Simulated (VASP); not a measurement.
# Ta (Im-3m) in VASP: notebook, part 2 of 2

VASP 6.6.1. The steps go on from the part before.

## Step 4: Single point, PBE

This run uses another cell than the first one, of 18.28 Å³/atom, 1.031 times its volume.

INCAR reads:

```
SYSTEM = Ta
  PREC = Accurate
  ENCUT = 520
  EDIFF = 1E-7
  ISMEAR = 0
  SIGMA = 0.1
  LREAL = .FALSE.
  LASPH = .TRUE.
  NELM = 100
  ALGO = Normal
  ISIF = 2
  LWAVE = .FALSE.
  LCHARG = .FALSE.
  GGA = PE
  NBANDS = 12
```

KPOINTS reads:

```
regular mesh
0
G
  18 18 18
  0 0 0
```

POSCAR reads:

```
Ta
1.0
   -1.6593948202      1.6593948202      1.6593948202
    1.6593948202     -1.6593948202      1.6593948202
    1.6593948202      1.6593948202     -1.6593948202
Ta
1
Direct
    0.0000000000      0.0000000000      0.0000000000
```

Potentials or basis: VASP PAW PBE potentials, release 64 (Ta_pv).

On the command line:

```sh
cat potpaw_PBE.64/Ta_pv/POTCAR > POTCAR
mpirun -np 1 vasp_std > vasp.out
```

OUTCAR:

```text
SYSTEM = Ta
   PREC = Accurate
   ENCUT = 520
   EDIFF = 1E-7
   ISMEAR = 0
   LREAL = .FALSE.
   LASPH = .TRUE.
   NELM = 100
   ISIF = 2
   GGA = PE

 ion  position               nearest neighbor table
   1  0.000  0.000  0.000-

  LATTYP: Found a body centered cubic cell.
 ALAT       =     3.3187896404

  Lattice vectors:

 A1 = (  -1.6593948202,   1.6593948202,   1.6593948202)
 A2 = (   1.6593948202,  -1.6593948202,   1.6593948202)
 A3 = (   1.6593948202,   1.6593948202,  -1.6593948202)

Analysis of symmetry for initial positions (statically):
=====================================================================
 Subroutine PRICEL returns:
 Original cell was already a primitive cell.

 Routine SETGRP: Setting up the symmetry group for a
 body centered cubic supercell.

 Subroutine GETGRP returns: Found 48 space group operations
 (whereof 48 operations were pure point group operations)
 out of a pool of 48 trial point group operations.

The static configuration has the point symmetry O_h .

Analysis of symmetry for dynamics (positions and initial velocities):
=====================================================================
 Subroutine PRICEL returns:
 Original cell was already a primitive cell.

 Routine SETGRP: Setting up the symmetry group for a
 body centered cubic supercell.

 Subroutine GETGRP returns: Found 48 space group operations
 (whereof 48 operations were pure point group operations)
 out of a pool of 48 trial point group operations.

The dynamic configuration has the point symmetry O_h .

 Subroutine INISYM returns: Found 48 space group operations
 (whereof 48 operations are pure point group operations),
 and found     1 'primitive' translations

----------------------------------------------------------------------------------------

                                     Primitive cell

  volume of cell :      18.2772
[... 108 lines left out ...]
  volume/ion in A,a.u.               =      18.28       123.34
  Fermi-wavevector in a.u.,A,eV,Ry     =   1.382195  2.611970 25.993429  1.910463
  Thomas-Fermi vector in A             =   2.506909
   LORBIT       =      0    0 simple, 1 ext, 2 COOP (PROOUT), +10 PAW based schemes
   GGA     = PE    functional components
   LHFCALC =     F    Hartree Fock is set to
   AEXX    =    0.0000 exact exchange contribution
   IVDW    =     0    specifies the selected vdW correction
   LEPSILON=     F    determine dielectric tensor
   LRPA    =     F    only Hartree local field effects (RPA)
 non-spin polarized calculation
 Gauss-broadening in eV      SIGMA  =   0.10
  energy-cutoff  :      520.00
  volume of cell :       18.28
 maximum number of plane-waves:       531
 NGX is ok and might be reduce to    24
   NGX = 11   NGY = 11   NGZ = 11

 number of electron      11.0000001 magnetization

 Free energy of the ion-electron system (eV)
  ---------------------------------------------------
  ext. energy  EPLUGINS =         0.00000000
  ---------------------------------------------------
  free energy    TOTEN  =       -11.81631773 eV

  energy without entropy =      -11.81023102  energy(sigma->0) =      -11.81327437

 E-fermi :   5.3783     XC(G=0): -12.5432

 val. band max:        5.3573796955   @ k =   0.1111   0.1111   0.0000
 cond. band min:       5.3808121864   @ k =   0.3333   0.1667   0.0556
 fundamental gap:      0.0234324909
 Fermi energy:         5.3783055522

 k-point     1 :       0.0000    0.0000    0.0000
  band No.  band energies     occupation
      1     -27.7604      2.00000
      2     -27.7604      2.00000
      3     -27.7604      2.00000
      4      -2.4916      2.00000
      5       6.1032      0.00000
      6       6.1032      0.00000
      7       6.1032      0.00000
      8       9.3245      0.00000
      9       9.3245      0.00000
     10      20.0170      0.00000
     11      20.3098      0.00000
     12      20.3098      0.00000
[... 331 lines left out ...]
 k-point    24 :       0.3889    0.1111    0.0000
  band No.  band energies     occupation
      1     -28.8093      2.00000
      2     -28.1529      2.00000
      3     -27.8160      2.00000
      4       1.4396      2.00000
      5       3.9856      2.00000
      6       5.9850      0.00000
      7       9.0705      0.00000
      8      10.3378      0.00000
      9      13.1246      0.00000
     10      16.6526      0.00000
     11      18.2652      0.00000
     12      20.0243      0.00000

 [... further k-points ...]
[... 5 lines left out ...]
  --------------------------------------------------------------------------------------
  -------------------------------------------------------------------------------------
  Total        0.0109249      0.0109249      0.0109249      0.0000000     -0.0000000      0.0000000
  in kB        0.9576782      0.9576782      0.9576782      0.0000000     -0.0000000      0.0000000
  external PRESSURE =       0.9576782 kB  Pullay stress =       0.0000000 kB

 VOLUME and BASIS-vectors are now :
 -----------------------------------------------------------------------------
  energy-cutoff  :      520.00
  volume of cell :       18.28
      direct lattice vectors                 reciprocal lattice vectors
    -1.659394820  1.659394820  1.659394820     0.000000000  0.301314668  0.301314668
     1.659394820 -1.659394820  1.659394820     0.301314668  0.000000000  0.301314668
     1.659394820  1.659394820 -1.659394820     0.301314668  0.301314668  0.000000000

 POSITION                                       TOTAL-FORCE (eV/Angst)
 -----------------------------------------------------------------------------------
      0.00000      0.00000      0.00000        -0.000000      0.000000      0.000000
 -----------------------------------------------------------------------------------
    total drift:                                0.000000      0.000000     -0.000000

  FREE ENERGIE OF THE ION-ELECTRON SYSTEM (eV)
  ---------------------------------------------------
  free  energy   TOTEN  =       -11.8163177276 eV

  energy  without entropy=      -11.8102310176  energy(sigma->0) =      -11.81327437
```

stdout:

```text
POSCAR found type information on POSCAR Ta
 POSCAR found :  1 types and       1 ions
 scaLAPACK will be used
 LDA part: xc-table for (Slater+PW92), standard interpolation
 POSCAR, INCAR and KPOINTS ok, starting setup
 FFT: planning ... GRIDC
 FFT: planning ... GRID_SOFT
 FFT: planning ... GRID
 WAVECAR not read
 entering main loop
```

It took 11 s on 1 thread of Intel Xeon 6975P-C (Granite Rapids), shared host; peak memory 0.16 GiB.

What came out:

```
Free energy : -11.8163 eV
Pressure    : 0.1 GPa
```

Caveat: spin-orbit coupling is left out, which moves the levels of the heavy elements.

## Step 5: Overview

```csv
cell,gap on the mesh (eV),pressure (GPa)
"a = 2.845 Å, angles 109.5°, 1 atom",none,6.4
"a = 2.860 Å, angles 109.5°, 1 atom",none,3.0
"a = 2.874 Å, angles 109.5°, 1 atom",none,0.1
```

Alike in all rows: task single point; level PBE; potentials or basis VASP PAW PBE potentials, release 64 (Ta_pv); no spin polarisation; k mesh 18 × 18 × 18; cutoff (eV) 520; smearing gaussian 0.1 eV.

Caveats: spin-orbit coupling is left out, which moves the levels of the heavy elements.

Absolute energies hang on the potentials; compare differences alone.
